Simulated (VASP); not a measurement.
# ZrN (Fm-3m) in VASP: a series of runs

ZrN is run at these levels: PBE, PBEsol; tasks: single point.

Everything below comes from runs of VASP 6.6.1. Logs are shortened: lines on timing, memory, paths and dates and some standing lists are left out, and cuts for length are marked.

### Step 1. The cell of the first run

It takes space group Fm-3m (No. 225, cubic). Conventional cell: a = 4.403 Å, b = 4.403 Å, c = 4.403 Å, α = 90.00°, β = 90.00°, γ = 90.00°. Zr (site symmetry m-3m) has 6 N at 2.20 Å within 2.9 Å. N (site symmetry m-3m) has 6 Zr at 2.20 Å within 2.9 Å.

### Step 2. Single point, PBE

INCAR reads:

```
SYSTEM = ZrN
PREC = Accurate
ENCUT = 600
EDIFF = 1E-6
ISMEAR = 0
SIGMA = 0.1
LREAL = .False.
LASPH = .True.
NELM = 120
ALGO = Normal
ISIF = 2
LWAVE = .False.
LCHARG = .False.
GGA = PE
NBANDS = 16
GGA_COMPAT = .False.
```

KPOINTS reads:

```
regular mesh
0
Gamma
  20 20 20
  0 0 0
```

POSCAR reads:

```
ZrN
1.0
    0.0000000000      2.2014922839      2.2014922839
    2.2014922839      0.0000000000      2.2014922839
    2.2014922839      2.2014922839      0.0000000000
Zr N
1 1
Direct
    0.0000000000      0.0000000000      0.0000000000
    0.5000000000      0.5000000000      0.5000000000
```

Potentials or basis: VASP PAW PBE potentials, release 64 (Zr_sv, N).

Launch:

```console
> cat potpaw_PBE.64/Zr_sv/POTCAR potpaw_PBE.64/N/POTCAR > POTCAR
> mpirun -np 1 vasp_std > vasp.out
```

OUTCAR:

```text
SYSTEM = ZrN
   PREC = Accurate
   ENCUT = 600
   EDIFF = 1E-6
   ISMEAR = 0
   LREAL = .False.
   LASPH = .True.
   NELM = 120
   ISIF = 2
   GGA = PE

 ion  position               nearest neighbor table
   1  0.000  0.000  0.000-   2 2.20   2 2.20   2 2.20   2 2.20   2 2.20   2 2.20
   2  0.500  0.500  0.500-   1 2.20   1 2.20   1 2.20   1 2.20   1 2.20   1 2.20

  LATTYP: Found a face centered cubic cell.
 ALAT       =     4.4029845678

  Lattice vectors:

 A1 = (   0.0000000000,   2.2014922839,   2.2014922839)
 A2 = (   2.2014922839,   0.0000000000,   2.2014922839)
 A3 = (   2.2014922839,   2.2014922839,   0.0000000000)

Analysis of symmetry for initial positions (statically):
=====================================================================
 Subroutine PRICEL returns:
 Original cell was already a primitive cell.

 Routine SETGRP: Setting up the symmetry group for a
 face centered cubic supercell.

 Subroutine GETGRP returns: Found 48 space group operations
 (whereof 48 operations were pure point group operations)
 out of a pool of 48 trial point group operations.

The static configuration has the point symmetry O_h .

Analysis of symmetry for dynamics (positions and initial velocities):
=====================================================================
 Subroutine PRICEL returns:
 Original cell was already a primitive cell.

 Routine SETGRP: Setting up the symmetry group for a
 face centered cubic supercell.

 Subroutine GETGRP returns: Found 48 space group operations
 (whereof 48 operations were pure point group operations)
 out of a pool of 48 trial point group operations.

The dynamic configuration has the point symmetry O_h .

 Subroutine INISYM returns: Found 48 space group operations
 (whereof 48 operations are pure point group operations),
 and found     1 'primitive' translations

----------------------------------------------------------------------------------------

                                     Primitive cell

  volume of cell :      21.3394

  direct lattice vectors                    reciprocal lattice vectors
     0.000000000  2.201492284  2.201492284    -0.227118670  0.227118670  0.227118670
     2.201492284  0.000000000  2.201492284     0.227118670 -0.227118670  0.227118670
     2.201492284  2.201492284  0.000000000     0.227118670  0.227118670 -0.227118670

  length of vectors
     3.113380245  3.113380245  3.113380245     0.393381076  0.393381076  0.393381076

  position of ions in fractional coordinates (direct lattice)
     0.000000000  0.000000000  0.000000000
     0.500000000  0.500000000  0.500000000

  ion indices of the primitive-cell ions
   primitive index   ion index
                 1           1
                 2           2

----------------------------------------------------------------------------------------

 KPOINTS: regular mesh

Automatic generation of k-mesh.
 Grid dimensions read from file:
 generate k-points for:   20   20   20

 Generating k-lattice:

  Cartesian coordinates                     Fractional coordinates (reciprocal lattice)
    -0.011355934  0.011355934  0.011355934     0.050000000  0.000000000  0.000000000
     0.011355934 -0.011355934  0.011355934     0.000000000  0.050000000  0.000000000
     0.011355934  0.011355934 -0.011355934     0.000000000  0.000000000  0.050000000

  Length of vectors
     0.019669054  0.019669054  0.019669054

  Shift w.r.t. Gamma in fractional coordinates (k-lattice)
     0.000000000  0.000000000  0.000000000

 Subroutine IBZKPT returns following result:
 ===========================================

 Found    256 irreducible k-points:

 Following reciprocal coordinates:
            Coordinates               Weight
  0.000000  0.000000  0.000000      1.000000
  0.050000  0.000000  0.000000      8.000000
  0.100000  0.000000  0.000000      8.000000
  0.150000  0.000000  0.000000      8.000000
  0.200000  0.000000  0.000000      8.000000
  0.250000  0.000000  0.000000      8.000000
[... 16 lines left out ...]
 -0.400000  0.050000  0.000000     24.000000
 -0.350000  0.050000  0.000000     24.000000
 [... further k-points ...]
   k-points           NKPTS =    256   k-points in BZ     NKDIM =    256   number of bands    NBANDS=     16
   number of dos      NEDOS =    301   number of ions     NIONS =      2
   total plane-waves  NPLWV =  21952
   dimension x,y,z NGX =    28 NGY =   28 NGZ =   28
   dimension x,y,z NGXF=    56 NGYF=   56 NGZF=   56
   ions per type =               1   1
   NGX,Y,Z   is equivalent  to a cutoff of  14.95, 14.95, 14.95 a.u.
   NGXF,Y,Z  is equivalent  to a cutoff of  29.90, 29.90, 29.90 a.u.
 SYSTEM =  ZrN
   PREC   = accura    normal or accurate (medium, high low for compatibility)
   ISTART =      0    job   : 0-new  1-cont  2-samecut
   ICHARG =      2    charge: 1-file 2-atom 10-const
   ISPIN  =      1    spin polarized calculation?
   LNONCOLLINEAR =      F non collinear calculations
   LSORBIT =      F    spin-orbit coupling
   LASPH  =      T    aspherical Exc in radial PAW
   ENCUT  =  600.0 eV  44.10 Ry    6.64 a.u.   6.22  6.22  6.22*2*pi/ulx,y,z
   NELM   =    120;   NELMIN=  2; NELMDL= -5     # of ELM steps
   EDIFF  = 0.1E-05   stopping-criterion for ELM
   LREAL  =      F    real-space projection
   EDIFFG = 0.1E-04   stopping-criterion for IOM
   NSW    =      0    number of steps for IOM
   IBRION =     -1    ionic relax: 0-MD 1-quasi-New 2-CG
   NFREE  =      0    steps in history (QN), initial steepest desc. (CG)
   ISIF   =      2    stress and relaxation
   ISYM   =      2    0-nonsym 1-usesym 2-fastsym
   POTIM  = 0.5000    time-step for ionic-motion
   TEBEG  =    0.0;   TEEND  =   0.0 temperature during run
   PSTRESS=    0.0 pullay stress
   NELECT =      17.0000    total number of electrons
   NUPDOWN=      -1.0000    fix difference up-down
   EMIN   =  10.00;   EMAX   =-10.00  energy-range for DOS
   EFERMI =   0.00;   METHOD = LEGACY
   ISMEAR =     0;   SIGMA  =   0.10  broadening in eV -4-tet -1-fermi 0-gaus
   EFERMI_NEDOS =   21; number of points for ismear=-14 and -15
   IALGO  =     38    algorithm
   IMIX   =      4    mixing-type and parameters
     AMIX     =   0.40;   BMIX     =  1.00
     AMIX_MAG =   1.60;   BMIX_MAG =  1.00
  volume/ion in A,a.u.               =      10.67        72.00
  Fermi-wavevector in a.u.,A,eV,Ry     =   1.517623  2.867892 31.336671  2.303180
  Thomas-Fermi vector in A             =   2.626854
   LORBIT       =      0    0 simple, 1 ext, 2 COOP (PROOUT), +10 PAW based schemes
   GGA     = PE    functional components
   LHFCALC =     F    Hartree Fock is set to
   AEXX    =    0.0000 exact exchange contribution
   IVDW    =     0    specifies the selected vdW correction
   LEPSILON=     F    determine dielectric tensor
   LRPA    =     F    only Hartree local field effects (RPA)
 non-spin polarized calculation
 Gauss-broadening in eV      SIGMA  =   0.10
  energy-cutoff  :      600.00
  volume of cell :       21.34
 maximum number of plane-waves:       728
 NGX is ok and might be reduce to    28
   NGX = 13   NGY = 13   NGZ = 13

 number of electron      17.0000000 magnetization

 Free energy of the ion-electron system (eV)
  ---------------------------------------------------
  ext. energy  EPLUGINS =         0.00000000
  ---------------------------------------------------
  free energy    TOTEN  =       -20.02459021 eV

  energy without entropy =      -20.02112588  energy(sigma->0) =      -20.02285805

 E-fermi :  13.6546     XC(G=0): -13.1536

 val. band max:       13.6531996248   @ k =   0.3000   0.1000   0.0500
 cond. band min:      13.6645616965   @ k =  -0.4000   0.3000   0.0000
 fundamental gap:      0.0113620716
 Fermi energy:        13.6545543606

 k-point     1 :       0.0000    0.0000    0.0000
  band No.  band energies     occupation
      1     -35.6805      2.00000
      2     -13.1409      2.00000
      3     -13.1409      2.00000
      4     -13.1409      2.00000
      5      -3.1649      2.00000
      6      10.7805      2.00000
[... 8 lines left out ...]
     15      22.9284      0.00000
     16      38.4829      0.00000

 k-point     2 :       0.0500    0.0000    0.0000
  band No.  band energies     occupation
      1     -35.6748      2.00000
      2     -13.1923      2.00000
      3     -13.1441      2.00000
      4     -13.1441      2.00000
      5      -3.0952      2.00000
      6      10.5368      2.00000
[... 8 lines left out ...]
     15      23.1318      0.00000
     16      37.6516      0.00000

 k-point     3 :       0.1000    0.0000    0.0000
  band No.  band energies     occupation
      1     -35.6580      2.00000
      2     -13.3385      2.00000
      3     -13.1536      2.00000
      4     -13.1536      2.00000
      5      -2.8949      2.00000
      6       9.9392      2.00000
[... 8 lines left out ...]
     15      23.7127      0.00000
     16      36.2082      0.00000

 k-point     4 :       0.1500    0.0000    0.0000
  band No.  band energies     occupation
      1     -35.6317      2.00000
      2     -13.5576      2.00000
      3     -13.1683      2.00000
      4     -13.1683      2.00000
      5      -2.5879      2.00000
      6       9.1806      2.00000
[... 8 lines left out ...]
     15      24.5865      0.00000
     16      34.7564      0.00000

 k-point     5 :       0.2000    0.0000    0.0000
  band No.  band energies     occupation
      1     -35.5984      2.00000
      2     -13.8206      2.00000
      3     -13.1867      2.00000
      4     -13.1867      2.00000
      5      -2.2065      2.00000
      6       8.3767      2.00000
[... 8 lines left out ...]
     15      25.6129      0.00000
     16      33.5380      0.00000

 k-point     6 :       0.2500    0.0000    0.0000
  band No.  band energies     occupation
      1     -35.5611      2.00000
      2     -14.0977      2.00000
      3     -13.2069      2.00000
      4     -13.2069      2.00000
      5      -1.7854      2.00000
      6       7.5931      2.00000
[... 8 lines left out ...]
     15      26.5786      0.00000
     16      32.2844      0.00000

 k-point     7 :       0.3000    0.0000    0.0000
  band No.  band energies     occupation
      1     -35.5235      2.00000
      2     -14.3617      2.00000
      3     -13.2269      2.00000
      4     -13.2269      2.00000
      5      -1.3595      2.00000
      6       6.8724      2.00000
[... 8 lines left out ...]
     15      27.2553      0.00000
     16      30.6708      0.00000

 k-point     8 :       0.3500    0.0000    0.0000
  band No.  band energies     occupation
      1     -35.4893      2.00000
      2     -14.5903      2.00000
      3     -13.2449      2.00000
      4     -13.2449      2.00000
      5      -0.9635      2.00000
      6       6.2496      2.00000
[... 8 lines left out ...]
     15      27.6741      0.00000
     16      29.1986      0.00000

 k-point     9 :       0.4000    0.0000    0.0000
  band No.  band energies     occupation
      1     -35.4619      2.00000
      2     -14.7658      2.00000
      3     -13.2591      2.00000
      4     -13.2591      2.00000
      5      -0.6345      2.00000
      6       5.7600      2.00000
[... 8 lines left out ...]
     15      27.9584      0.00000
     16      27.9584      0.00000
[... 172 lines left out ...]
 k-point    19 :       0.4000    0.0500    0.0000
  band No.  band energies     occupation
      1     -35.4672      2.00000
      2     -14.7016      2.00000
      3     -13.2814      2.00000
      4     -13.2641      2.00000
      5      -0.7755      2.00000
      6       5.9435      2.00000
[... 8 lines left out ...]
     15      27.8712      0.00000
     16      28.0733      0.00000

 k-point    20 :       0.4500    0.0500    0.0000
  band No.  band energies     occupation
      1     -35.4463      2.00000
      2     -14.8320      2.00000
      3     -13.2849      2.00000
      4     -13.2833      2.00000
      5      -0.5287      2.00000
      6       5.5924      2.00000
[... 8 lines left out ...]
     15      27.2199      0.00000
     16      27.5023      0.00000

 k-point    21 :       0.5000    0.0500    0.0000
  band No.  band energies     occupation
      1     -35.4363      2.00000
      2     -14.8930      2.00000
      3     -13.2975      2.00000
      4     -13.2816      2.00000
      5      -0.4061      2.00000
      6       5.4211      2.00000
[... 8 lines left out ...]
     15      26.8545      0.00000
     16      26.8766      0.00000

 k-point    22 :      -0.4500    0.0500    0.0000
  band No.  band energies     occupation
      1     -35.4383      2.00000
      2     -14.8807      2.00000
      3     -13.3054      2.00000
      4     -13.2716      2.00000
      5      -0.4285      2.00000
      6       5.4515      2.00000
[... 8 lines left out ...]
     15      26.8417      0.00000
     16      27.1161      0.00000

 k-point    23 :      -0.4000    0.0500    0.0000
  band No.  band energies     occupation
      1     -35.4522      2.00000
      2     -14.7957      2.00000
      3     -13.3061      2.00000
      4     -13.2561      2.00000
      5      -0.5923      2.00000
      6       5.6811      2.00000
[... 8 lines left out ...]
     15      27.3759      0.00000
     16      27.9656      0.00000

 k-point    24 :      -0.3500    0.0500    0.0000
  band No.  band energies     occupation
      1     -35.4763      2.00000
      2     -14.6439      2.00000
      3     -13.2996      2.00000
      4     -13.2363      2.00000
      5      -0.8712      2.00000
      6       6.0842      2.00000
[... 8 lines left out ...]
     15      27.7875      0.00000
     16      28.3676      0.00000

 [... further k-points ...]

------------------------ aborting loop because EDIFF is reached ----------------------------------------

  FORCE on cell =-STRESS in cart. coord.  units (eV):
  Direction    XX          YY          ZZ          XY          YZ          ZX
  --------------------------------------------------------------------------------------
  -------------------------------------------------------------------------------------
  Total        5.6237170      5.6237170      5.6237170      0.0000000      0.0000000     -0.0000000
  in kB      422.2333585    422.2333585    422.2333585      0.0000000      0.0000000     -0.0000000
  external PRESSURE =     422.2333585 kB  Pullay stress =       0.0000000 kB

 VOLUME and BASIS-vectors are now :
 -----------------------------------------------------------------------------
  energy-cutoff  :      600.00
  volume of cell :       21.34
      direct lattice vectors                 reciprocal lattice vectors
     0.000000000  2.201492284  2.201492284    -0.227118670  0.227118670  0.227118670
     2.201492284  0.000000000  2.201492284     0.227118670 -0.227118670  0.227118670
     2.201492284  2.201492284  0.000000000     0.227118670  0.227118670 -0.227118670

 POSITION                                       TOTAL-FORCE (eV/Angst)
 -----------------------------------------------------------------------------------
      0.00000      0.00000      0.00000        -0.000000     -0.000000      0.000000
      2.20149      2.20149      2.20149         0.000000      0.000000     -0.000000
 -----------------------------------------------------------------------------------
    total drift:                                0.000000      0.000000      0.000000

  FREE ENERGIE OF THE ION-ELECTRON SYSTEM (eV)
  ---------------------------------------------------
  free  energy   TOTEN  =       -20.0245902096 eV

  energy  without entropy=      -20.0211258808  energy(sigma->0) =      -20.02285805
```

Wall time 3.3 min (1 thread of Intel Xeon 8259CL, shared host); peak memory 0.24 GiB.

What came out:

| Item | Value |
| --- | --- |
| Free energy | -20.0246 eV |
| Pressure | 42.2 GPa |
| Band gap on the k mesh | zero (an odd number of electrons rules out a gap without spin polarisation) |

Caveat: the cell stands under pressure.

### Step 3. Single point, PBE

This run uses another cell than the first one, of 12.12 Å³/atom.

INCAR reads:

```
SYSTEM = ZrN
ALGO = Normal
EDIFF = 1E-6
ENCUT = 600
GGA = PE
GGA_COMPAT = .FALSE.
ISIF = 2
ISMEAR = 0
LASPH = .TRUE.
LCHARG = .TRUE.
LELF = .TRUE.
LREAL = .FALSE.
LVHAR = .TRUE.
LWAVE = .FALSE.
NBANDS = 16
NELM = 120
PREC = Accurate
SIGMA = 0.1
```

KPOINTS reads:

```
k-points
0
G
  20 20 20
  0 0 0
```

POSCAR reads:

```
ZrN
1.0
    0.0000000000      2.2973276707      2.2973276707
    2.2973276707      0.0000000000      2.2973276707
    2.2973276707      2.2973276707      0.0000000000
Zr N
1 1
Direct
    0.0000000000      0.0000000000      0.0000000000
    0.5000000000      0.5000000000      0.5000000000
```

Potentials or basis: VASP PAW PBE potentials, release 64 (Zr_sv, N).

Launch:

```console
> cat potpaw_PBE.64/Zr_sv/POTCAR potpaw_PBE.64/N/POTCAR > POTCAR
> mpirun -np 1 vasp_std > vasp.out
```

It took 3.4 min on 1 thread of Intel Xeon 8259CL, shared host; peak memory 0.26 GiB.

The run converged. Its results:

```yaml
Free_energy: -20.3735 eV
Pressure: 0.1 GPa
Band_gap_on_the_k_mesh: zero (an odd number of electrons rules out a gap without spin polarisation)
```

Levels at points of the mesh, in eV from the Fermi level:
| k point | band 4 | band 5 | band 6 | band 7 | band 8 | band 9 | band 10 | band 11 | band 12 | band 13 |
| --- | --- | --- | --- | --- | --- | --- | --- | --- | --- | --- |
| (0.00, 0.00, 0.00) | -27.27 | -16.29 | -2.69 | -2.69 | -2.69 | -0.43 | -0.43 | -0.43 | 1.53 | 1.53 |
| (0.50, 0.00, 0.00) | -27.37 | -14.12 | -7.66 | -5.70 | -5.70 | 2.95 | 3.02 | 3.02 | 4.68 | 7.61 |
| (0.50, 0.50, 0.00) | -27.62 | -15.75 | -4.60 | -3.49 | -3.20 | -3.20 | 3.30 | 4.45 | 4.45 | 4.85 |

[end of part 1 of 2]
